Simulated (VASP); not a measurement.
Ni:

```
CELL_PARAMETERS angstrom
2.44802 0.00000 0.00000
-1.22401 2.12005 0.00000
0.00000 0.00000 4.07281
ATOMIC_POSITIONS crystal
Ni 0.33333 0.66667 0.25000
Ni 0.66667 0.33333 0.75000
```

This isn't the form of Ni at room conditions, which is fcc.

Base run:

- Program: VASP 6.6.1
- Functional: BLYP
- Potentials or basis: VASP PAW PBE potentials, release 64 (Ni)
- Cutoff: 520 eV
- k mesh: 15 × 15 × 8
- Occupations: fermi-dirac, width 0.1 eV
- Spin: collinear spin, ferromagnetic start
- Starting moments: [2.0, 2.0] μB

Its results: pressure 17.5 GPa; net moment 1.20 μB per cell; site moments Ni +0.61 μB.

**Question.** The run is repeated on the same cell with these changes: functional from BLYP to LDA; potentials or basis from VASP PAW PBE potentials, release 64 (Ni) to VASP PAW LDA potentials, release 64 (Ni). What comes out?

**Answer.** Pressure -10.6 GPa; net moment 1.18 μB per cell; site moments Ni +0.59 μB.

Caveats: the cell stands under pressure (at least some runs); the PAW data sets were made with another functional, which shifts forces and pressure a little (at least some runs); the cell stands under tension (at least some runs).
